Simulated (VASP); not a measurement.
Write the native input for VASP 6.6.1 that does the following.

| Quantity | Value |
| --- | --- |
| Task | single point |
| Functional | PBE |
| Potentials or basis | VASP PAW PBE potentials, release 64 (Ru_pv, Pt, Se) |
| Cutoff | 520 eV |
| k mesh | 8 × 8 × 8 |
| Occupations | gaussian, width 0.1 eV |
| Spin | no spin polarisation |
| Dipole correction | no |
| Further INCAR settings | ALGO = Normal; EDIFF = 1e-06; NBANDS = 29 |

The structure of RuPtSe3 lies in POSCAR:

```
RuPtSe3
1.0
    4.7866273019      0.0000000000      0.0000000000
    0.0000000000      4.7866273019      0.0000000000
    0.0000000000      0.0000000000      4.7866273019
Ru Pt Se
1 1 3
Direct
    0.5000000000      0.5000000000      0.5000000000
    0.0000000000      0.0000000000      0.0000000000
    0.0000000000      0.5000000000      0.5000000000
    0.5000000000      0.0000000000      0.5000000000
    0.5000000000      0.5000000000      0.0000000000
```

The input as run:

INCAR

```
SYSTEM = RuPtSe3
PREC     = Accurate       ! precision mode
ENCUT    = 520            ! plane-wave cutoff, eV
EDIFF    = 1E-6           ! SCF threshold, eV
ISMEAR   = 0              ! smearing method
SIGMA    = 0.1            ! smearing width, eV
LREAL    = .False.        ! projectors in reciprocal space
LASPH    = .True.         ! aspherical terms in the spheres
NELM     = 100            ! most SCF steps
ALGO     = Normal         ! electronic algorithm
ISIF     = 2              ! what is computed and relaxed
LWAVE    = .False.        ! write WAVECAR
LCHARG   = .True.         ! write CHGCAR
GGA      = PE             ! functional
LELF     = .True.         ! ELF
LVHAR    = .True.       
NBANDS   = 29             ! bands
```

KPOINTS

```
Automatic mesh
0
Gamma
  8 8 8
  0 0 0
```

Potentials or basis: VASP PAW PBE potentials, release 64 (Ru_pv, Pt, Se).

Launch:

```bash
$ cat potpaw_PBE.64/Ru_pv/POTCAR potpaw_PBE.64/Pt/POTCAR potpaw_PBE.64/Se/POTCAR > POTCAR
$ mpirun -np 1 vasp_std > vasp.out
```

It gave:

* Pressure: 0.1 GPa
* Band gap on the k mesh: zero (band 21 reaches 5.72 eV, above the bottom of band 22 at 4.38 eV)

Caveat: spin-orbit coupling is left out, which moves the levels of the heavy elements.

Run time: 64 s on 1 thread of AMD EPYC 9R14 (Zen 4) (shared host), peak memory 0.25 GiB.
